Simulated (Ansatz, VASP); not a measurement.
## KF: VASP beside Ansatz

INCAR

```
PREC = Accurate
ENCUT = 520
EDIFF = 1E-6
ISMEAR = 0
SIGMA = 0.05
LREAL = F
LASPH = T
NELM = 80
ALGO = Normal
ISIF = 2
LWAVE = F
LCHARG = F
GGA = PE
NBANDS = 15
```

File KPOINTS:

```
regular mesh
0
Gamma
  8 8 8
```

POSCAR

```
KF
1.0
   -0.0872154975      2.6962578267      2.6962578267
    2.6962578267     -0.0872154975      2.6962578267
    2.6962578267      2.6962578267     -0.0872154975
K F
1 1
Direct
    0.0000000000      0.0000000000      0.0000000000
    0.5000000000      0.5000000000      0.5000000000
```

Input for Ansatz:

```yaml
crystal:
  lattice:
    - [-0.0872154975, 2.6962578267, 2.6962578267]
    - [2.6962578267, -0.0872154975, 2.6962578267]
    - [2.6962578267, 2.6962578267, -0.0872154975]
  atoms:
    - { symbol: K, position: [0.0, 0.0, 0.0] }
    - { symbol: F, position: [0.5, 0.5, 0.5] }
basis:
  ecutwfc: 520.0
kpoints:
  mp_grid: { grid: [8, 8, 8] }
hamiltonian:
  xc: pbe
scf:
  occupations: { method: gaussian, width: 0.05 }
output:
  forces: true
  stress: true
  eigenvalues: true
```

Alike in both runs: task single point; functional PBE; k mesh 8 × 8 × 8; occupations gaussian, width 0.05 eV; no spin polarisation.

|  | VASP | Ansatz |
| --- | --- | --- |
| version | VASP 6.6.1 | Ansatz 0.2.0 |
| potentials or method | VASP PAW PBE potentials, release 64 (K_sv, F), cutoff 520 eV | scalar-relativistic, plane waves, PAW |
| valence electrons in the cell | 16 | 16 |

Ansatz gave:

```
gap on the k mesh at the Fermi level (eV)                     : 5.76
least direct gap on the mesh (eV)                             : 5.76
pressure (GPa)                                                : -0.9
traceless stress, the component that is largest in VASP (GPa) : 0.40
```

Question: Which values does VASP return?

Answer: gap on the k mesh at the Fermi level (eV): 5.75; least direct gap on the mesh (eV): 5.75; pressure (GPa): -0.9; traceless stress, the component that is largest in VASP (GPa): 0.40.

With one functional, cell and mesh, what is left measures potentials, basis and numerics.
